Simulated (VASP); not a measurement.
A run of VASP 6.6.1 is set up as follows.

Contents of INCAR:

```
SYSTEM = MoS2
PREC     = Accurate       ! precision mode
ENCUT    = 520            ! plane-wave cutoff, eV
EDIFF    = 1E-8           ! SCF threshold, eV
ISMEAR   = -1             ! smearing method
SIGMA    = 0.05           ! smearing width, eV
LREAL    = .FALSE.        ! projectors in reciprocal space
LASPH    = .TRUE.         ! aspherical terms in the spheres
NELM     = 100            ! most SCF steps
ALGO     = Normal         ! electronic algorithm
ISIF     = 2              ! what is computed and relaxed
LWAVE    = .FALSE.        ! write WAVECAR
LCHARG   = .FALSE.        ! write CHGCAR
GGA      = PS             ! functional
LEFG     = .TRUE.       
NBANDS   = 20             ! bands
```

Contents of KPOINTS:

```
Automatic mesh
0
G
  13 13 13
  0 0 0
```

The input POSCAR:

```
MoS2
1.0
    1.5815003568      0.9130796567      6.1233300000
   -1.5815003568      0.9130796567      6.1233300000
    0.0000000000     -1.8261593134      6.1233300000
Mo S
1 2
Direct
    0.0000000000      0.0000000000      0.0000000000
    0.7484000000      0.7484000000      0.7484000000
    0.5849000000      0.5849000000      0.5849000000
```

Potentials or basis: VASP PAW PBE potentials, release 64 (Mo_sv, S).

The run is started by

```sh
$ cat potpaw_PBE.64/Mo_sv/POTCAR potpaw_PBE.64/S/POTCAR > POTCAR
$ mpirun -np 1 vasp_std > vasp.out
```

**Question.** Estimate the pressure.

**Answer.** 4.2 GPa.

**Question.** What does it give for the largest force?

**Answer.** 1.012 eV/Å.

**Question.** Predict the band gap on the k mesh.

**Answer.** 0.74 eV, indirect (least direct gap 1.82 eV).

Forces in eV/Å, atoms in the order of the input:
```
Mo   0.000  0.000 -0.003
S    0.000  0.000  1.012
S    0.000  0.000 -1.008
```

Caveat: without QUAD_EFG the Cq values of the log hold for a quadrupole moment of 1 mb, not for the nuclei; the PAW data sets were made with another functional, which shifts forces and pressure a little. A k mesh can miss the band edges.
